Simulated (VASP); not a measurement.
Crystal: CrRu3.

```xyz
4
Lattice="3.8112 0.0000 0.0000 0.0000 3.8112 0.0000 0.0000 0.0000 3.8112" Properties=species:S:1:pos:R:3 pbc="T T T"
Ru    0.0000    1.9056    1.9056
Ru    1.9056    0.0000    1.9056
Ru    1.9056    1.9056    0.0000
Cr    0.0000    0.0000    0.0000
```

Base run:

```yaml
Program: VASP 6.6.1
Functional: PBE
Potentials_or_basis: VASP PAW PBE potentials, release 64 (Ru_pv, Cr_pv)
Cutoff: 500 eV
k_mesh: 5 × 5 × 5
Occupations: fermi-dirac, width 0.1 eV
Spin: no spin polarisation
```

Its results: band gap on the k mesh zero (bands 27 and 28 overlap by 2.56 eV); pressure -8.9 GPa.

Problem. The run is repeated on the same cell with these changes: dispersion from none to D3(BJ). What comes out?

Solution. Band gap on the k mesh zero (bands 27 and 28 overlap by 2.56 eV); pressure -15.6 GPa.

Dispersion adds attraction, which lowers the pressure at fixed volume and, as a term added to the energy, leaves the levels alone.

Caveats: the cell stands under tension; the run has no spin polarisation, though such a crystal can be magnetic; three body term missing (at least some runs).
